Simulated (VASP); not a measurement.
Runs of VASP 6.6.1 on WS2. The structure is that of space group P-6m2 (No. 187), or close to it. The cells are those of the table. 

```csv
task,cell,cutoff (eV),gap on the mesh (eV),largest force (eV/Å)
single point,"a = 3.189, b = 3.189, c = 16.951 Å, angles 90.0, 90.0, 120.0°, 3 atoms",520,1.81,-
single point,"a = 3.067, b = 3.146, c = 16.432 Å, angles 90.0, 90.0, 119.2°, 3 atoms",520,1.51,3.63
relaxation of cell and atoms,"relaxed from a = 3.184, b = 3.184, c = 16.951 Å, angles 90.0, 90.0, 120.0°, 3 atoms",600,1.81,-
single point,"a = 3.267, b = 3.267, c = 16.379 Å, angles 90.0, 90.0, 120.0°, 3 atoms",520,(a),1.53
```

Alike in all rows: level PBE; potentials or basis VASP PAW PBE potentials, release 64 (W_sv, S); no spin polarisation; k mesh 12 × 12 × 2; smearing gaussian 0.02 eV.

Problem. Estimate the missing entries.

Solution. (a) 0.71.

Caveats: spin-orbit coupling is left out, which moves the levels of the heavy elements.

A k mesh can miss the band edges, and the runs leave out spin-orbit coupling on W.
